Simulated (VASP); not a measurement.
## WS2: relaxation of cell and atoms with LDA

The system is WS2, a slab with vacuum.

```
W S
1.0
     3.18295    0.00000    0.00000
    -1.59148    2.75652    0.00000
     0.00000    0.00000   28.53222
W S
3 6
Direct
  0.66667 0.33333 0.43436
  0.66667 0.33333 0.88553
  0.00000 0.00000 0.65929
  0.66667 0.33333 0.60463
  0.00000 0.00000 0.37971
  0.00000 0.00000 0.83085
  0.66667 0.33333 0.71395
  0.00000 0.00000 0.48903
  0.00000 0.00000 0.94019
```

```
Program                : VASP 6.6.1
Task                   : relaxation of cell and atoms
Functional             : LDA
Potentials or basis    : VASP PAW LDA potentials, release 64 (W_sv, S)
Cutoff                 : 600 eV
k mesh                 : 7 × 7 × 1
Occupations            : fermi-dirac, width 0.05 eV
Spin                   : no spin polarisation
Dipole correction      : no
Further INCAR settings : ALGO = Normal; EDIFF = 1e-06; IBRION = 2; EDIFFG = -0.01; NSW = 60; ISIF = 3
```

* Relaxed cell: a = 3.129 Å, b = 3.129 Å, c = 27.098 Å, α = 90.00°, β = 90.00°, γ = 120.00°
* Space group after relaxing (to 0.05 Å): P-6m2 (No. 187)
* Energy gained by relaxing: 16.0 meV/atom
* Ionic steps: 16
* Largest force after relaxing: 0.009 eV/Å
* Band gap on the k mesh: 1.22 eV, indirect (least direct gap 2.43 eV)

Forces on the atoms (eV/Å):
```
W    0.000  0.000 -0.005
W    0.000  0.000 -0.001
W    0.000  0.000  0.005
S    0.000  0.000  0.001
S    0.000  0.000  0.004
S    0.000  0.000  0.001
S    0.000  0.000  0.008
S    0.000  0.000 -0.004
S    0.000  0.000 -0.009
```

The path:
| step | energy change (eV) | largest force (eV/Å) | pressure (GPa) | volume (Å³) |
| --- | --- | --- | --- | --- |
| 1 | 0.0000 | 0.3570 | -3.50 | 250.34 |
| 2 | 0.2960 | 1.6485 | 8.45 | 228.94 |
| 3 | -0.0912 | 0.2943 | -0.10 | 243.08 |
| 4 | -0.0912 | 0.3060 | -0.03 | 242.94 |
| 5 | -0.1086 | 0.0478 | -0.07 | 241.15 |
| 6 | -0.1090 | 0.0803 | -0.07 | 241.38 |
| 7 | -0.1111 | 0.0853 | -0.08 | 240.95 |
| 8 | -0.1171 | 0.1065 | -0.10 | 239.65 |
| 9 | -0.1276 | 0.1497 | -0.12 | 237.06 |
| 10 | -0.1399 | 0.3208 | -0.05 | 231.86 |
| 11 | -0.1418 | 0.2100 | -0.05 | 231.46 |
| 12 | -0.1438 | 0.0686 | -0.04 | 230.43 |
| 13 | -0.1440 | 0.0611 | -0.03 | 230.26 |
| 14 | -0.1442 | 0.0383 | 0.03 | 229.74 |
| 15 | -0.1443 | 0.0100 | 0.00 | 229.80 |
| 16 | -0.1443 | 0.0088 | -0.01 | 229.81 |

Final structure:
```xyz
9
Lattice="3.1293 0.0000 0.0000 -1.5646 2.7100 0.0000 0.0000 0.0000 27.0980" Properties=species:S:1:pos:R:3 pbc="T T T"
W     1.5646    0.9033   11.7990
W     1.5646    0.9033   23.9661
W     0.0000    0.0000   17.8668
S     1.5646    0.9033   16.3036
S     0.0000    0.0000   10.2378
S     0.0000    0.0000   22.4021
S     1.5646    0.9033   19.4300
S     1.5646    2.7100   13.3627
S     1.5646    2.7100   25.5275
```

Levels at points of the mesh, in eV from the valence-band top:
```
           k point  band 36  band 37  band 38  band 39  band 40  band 41  band 42  band 43
(0.00, 0.00, 0.00)    -1.93    -1.03    -0.39     0.00     2.43     2.43     2.44     2.44
```

It took 17 min on 1 thread of Intel(R) Xeon(R) 6975P-C (Granite Rapids) (shared host), peak memory 0.42 GiB.

Caveat: spin-orbit coupling is left out, which moves the levels of the heavy elements.
